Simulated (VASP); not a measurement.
**ZnSe (Stilleite): single point with PBE**

ZnSe (Stilleite):

```xyz
2
Lattice="0.0000 2.7955 2.7955 2.7955 0.0000 2.7955 2.7955 2.7955 0.0000" Properties=species:S:1:pos:R:3 pbc="T T T"
Se    4.1933    4.1933    4.1933
Zn    0.0000    0.0000    0.0000
```

* Program: VASP 6.6.1
* Task: single point
* Functional: PBE
* Potentials or basis: VASP PAW PBE potentials, release 64 (Se, Zn)
* Cutoff: 520 eV
* k mesh: 8 × 8 × 8
* Occupations: fermi-dirac, width 0.05 eV
* Spin: no spin polarisation

The pressure is 5.3 GPa and the band gap on the k mesh is 1.46 eV, direct.

Levels at points of the mesh, in eV from the valence-band top:
| k point | band 7 | band 8 | band 9 | band 10 | band 11 | band 12 |
| --- | --- | --- | --- | --- | --- | --- |
| (0.00, 0.00, 0.00) | 0.00 | 0.00 | 0.00 | 1.46 | 5.78 | 5.78 |
| (0.50, 0.00, 0.00) | -5.50 | -0.93 | -0.93 | 2.61 | 6.37 | 6.37 |
| (0.50, 0.50, 0.00) | -4.93 | -2.34 | -2.34 | 2.89 | 3.45 | 11.05 |

It took 16 s on 1 thread of Intel(R) Xeon(R) Platinum 8488C (Sapphire Rapids) (shared host), peak memory 0.17 GiB.
